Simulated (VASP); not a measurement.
Mg5Se:

```
Mg Se
1.0
     2.69035   -2.73881    0.00000
     2.69035    2.73881    0.00000
     0.00000    0.00000    9.15631
Mg Se
5 1
Direct
  0.27460 0.27460 0.17081
  0.72540 0.72540 0.17081
  0.27460 0.27460 0.82919
  0.72540 0.72540 0.82919
  0.50000 0.50000 0.50000
  0.00000 0.00000 0.00000
```

The cell was built from a structure type or drawn by symmetry, and may not be a known phase.

* Program: VASP 6.6.1
* Task: relaxation of cell and atoms
* Functional: PBE
* Potentials or basis: VASP PAW PBE potentials, release 64 (Mg, Se)
* Cutoff: 600 eV
* k mesh: 4 × 4 × 2
* Occupations: gaussian, width 0.1 eV
* Spin: no spin polarisation

At the start: pressure 23.1 GPa; volume 22.49 Å³/atom.

**Question.** Where does the relaxation end?

**Answer.** Over 46 steps the energy falls by 1027.4 meV/atom and the volume is 28.28 Å³/atom (+25.8 %); space group Cmmm (No. 65, to 0.1 Å) before and after.

Step by step:
```
step  energy change (eV)  largest force (eV/Å)  pressure (GPa)  volume (Å³)
   1              0.0000                4.0472           23.09       134.93
   3             -4.4330                0.6831            0.45       191.73
   5             -4.4396                0.6647            0.09       194.47
   7             -4.6078                0.3720           -0.32       196.31
   9             -4.6614                0.3841           -0.31       194.11
  11             -5.0659                0.3397            0.38       173.57
  13             -5.0742                0.3388            0.84       169.95
  15             -5.0899                0.2946            1.25       166.48
  17             -5.1539                0.2565            0.43       169.04
  19             -5.2175                0.0648           -0.04       174.71
  21             -5.2269                0.1106           -0.02       175.64
  23             -5.2492                0.2517            1.35       168.68
  25             -5.2556                0.2628            1.36       168.64
  27             -5.2841                0.3084            1.47       168.38
  29             -5.3349                0.5113            2.06       166.06
  31             -5.4533                0.6484            0.60       173.42
  33             -5.5093                0.6563           -0.04       176.63
  35             -5.8096                0.4025           -1.33       185.84
  37             -5.8588                0.3500           -1.62       190.03
  39             -6.0375                0.4991           -0.51       180.05
  41             -6.1101                0.3640           -0.36       176.39
  43             -6.1567                0.0518           -0.39       172.35
  45             -6.1633                0.0402            0.09       169.39
  46             -6.1642                0.0343            0.04       169.69
```

Final structure:
```
CELL_PARAMETERS angstrom
4.29499 -2.68745 0.00000
4.29499 2.68745 0.00000
0.00000 0.00000 7.35041
ATOMIC_POSITIONS crystal
Mg 0.17198 0.17198 0.29755
Mg 0.82802 0.82802 0.29755
Mg 0.17198 0.17198 0.70245
Mg 0.82802 0.82802 0.70245
Mg 0.50000 0.50000 0.50000
Se 0.00000 0.00000 0.00000
```

Caveat: the k points lie up to 0.43 Å⁻¹ apart in the final cell, too coarse for converged energies and pressures of a metal; the volume moved by over 15 % at a fixed basis, so the end points are rough.
